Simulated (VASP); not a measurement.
Crystal: Fe.

```
Fe
1.0
    -1.41354    1.41354    1.41354
     1.41354   -1.41354    1.41354
     1.41354    1.41354   -1.41354
Fe
1
Cartesian
  0.0000 0.0000 0.0000
```

Base run:

* Program: VASP 6.6.1
* Functional: r2SCAN
* Potentials or basis: VASP PAW PBE potentials, release 64 (Fe)
* Cutoff: 520 eV
* k mesh: 13 × 13 × 13
* Occupations: fermi-dirac, width 0.05 eV
* Spin: collinear spin, ferromagnetic start
* Starting moments: [3.0] μB

Its results: pressure 8.7 GPa; net moment 2.64 μB per cell; site moments Fe +2.69 μB.

The run is repeated on the same cell with these changes: functional from r2SCAN to HF; k mesh from 13 × 13 × 13 to 7 × 7 × 7. What comes out?

Pressure 54.4 GPa; net moment 2.51 μB per cell; site moments Fe +2.64 μB.

Several settings changed at once, so the effect can't be laid on one alone.

Caveats: some runs use coarse meshes; the PAW data sets were made with another functional, which shifts forces and pressure a little.
